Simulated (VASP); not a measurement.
Here is a VASP 6.6.1 calculation.

Contents of INCAR:

```
SYSTEM = NiPt2
PREC     = Accurate       ! precision mode
ENCUT    = 520            ! plane-wave cutoff, eV
EDIFF    = 1E-6           ! SCF threshold, eV
ISMEAR   = 0              ! smearing method
SIGMA    = 0.1            ! smearing width, eV
LREAL    = .False.        ! projectors in reciprocal space
LASPH    = .True.         ! aspherical terms in the spheres
NELM     = 150            ! most SCF steps
ALGO     = Fast           ! electronic algorithm
ISIF     = 2              ! what is computed and relaxed
LWAVE    = .False.        ! write WAVECAR
LCHARG   = .True.         ! write CHGCAR
ISPIN    = 2              ! spin polarisation
MAGMOM   = 1 0.27 0.27    ! initial moments
LORBIT   = 11             ! projections on sites
LMAXMIX  = 4              ! l up to which the mixer works
GGA      = PE             ! functional
LELF     = .True.         ! ELF
LVHAR    = .True.       
NBANDS   = 26             ! bands
```

File KPOINTS:

```
regular mesh
0
Gamma
  18 18 8
  0 0 0
```

Contents of POSCAR:

```
NiPt2
1.0
    2.7478487116     -0.0000000289      0.0000000000
   -1.3739243308      2.3797068044      0.0000000000
    0.0000000000      0.0000000000      6.5764305000
Ni Pt
1 2
Direct
    0.0000000000      0.0000000000      0.0000000000
    0.6666666667      0.3333333333      0.3161040000
    0.3333333333      0.6666666667      0.6838960000
```

Potentials or basis: VASP PAW PBE potentials, release 64 (Ni, Pt).

Command:

```console
$ cat potpaw_PBE.64/Ni/POTCAR potpaw_PBE.64/Pt/POTCAR > POTCAR
$ mpirun -np 1 vasp_std > vasp.out
```

Task: Estimate the largest force.

Result: 0.009 eV/Å.

Task: Predict the site moments.

Result: Ni +0.87; Pt +0.29 μB.

Forces in eV/Å, atoms in the order of the input:
```
Ni   0.000  0.000  0.000
Pt   0.000  0.000  0.009
Pt   0.000  0.000 -0.009
```
